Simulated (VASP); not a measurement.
A run of VASP 6.6.1 is set up as follows.

The input INCAR:

```
ALGO = Normal ; EDIFF = 1E-6
ENCUT = 520 ; GGA = PE
ISIF = 2 ; ISMEAR = 0
LASPH = T ; LCHARG = F
LREAL = F ; LWAVE = F
NBANDS = 11 ; NELM = 100
PREC = Accurate ; SIGMA = 0.01
```

Contents of KPOINTS:

```
k-points
0
Gamma
  10 10 10
```

File POSCAR:

```
BN
1.0
    0.0000000000      1.7940419848      1.7940419848
    1.7940419848      0.0000000000      1.7940419848
    1.7940419848      1.7940419848      0.0000000000
B N
1 1
Direct
    0.0000000000      0.0000000000      0.0000000000
    0.2500000000      0.2500000000      0.2500000000
```

Potentials or basis: VASP PAW PBE potentials, release 64 (B, N).

Launch:

```bash
$ cat potpaw_PBE.64/B/POTCAR potpaw_PBE.64/N/POTCAR > POTCAR
$ mpirun -np 1 vasp_std > vasp.out
```

(1) Estimate the band gap on the k mesh.

(2) Predict the pressure.

Results:

(1) 4.48 eV, indirect (least direct gap 8.93 eV).

(2) 12.3 GPa.
